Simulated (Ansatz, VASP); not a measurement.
# Re in VASP and in Ansatz

```
Re
1.0
     4.43232    0.00000    0.00000
    -2.21616    3.83850    0.00000
     0.00000    0.00000    2.78735
Re
3
Direct
  0.00000 0.00000 0.00000
  0.33333 0.66667 0.50000
  0.66667 0.33333 0.50000
```

Alike in both runs: task single point; functional BLYP; k mesh 9 × 9 × 13; occupations fermi-dirac, width 0.1 eV; no spin polarisation.

```csv
,VASP,Ansatz
version,VASP 6.6.1,Ansatz 0.2.0
potentials or method,"VASP PAW PBE potentials, release 64 (Re_sv_GW), cutoff 560 eV","plane waves (420 eV) with PAW, scalar-relativistic"
valence electrons in the cell,45,45
```

VASP gave:

```
pressure (GPa)                                                : 0.0
traceless stress, the component that is largest in VASP (GPa) : -0.42
```

**Question.** What did Ansatz give for the same quantities?

**Answer.** Pressure (GPa): 0.0; traceless stress, the component that is largest in VASP (GPa): -0.32.

VASP's potentials were made for PBE, not for BLYP.

Spin-orbit coupling is off throughout.
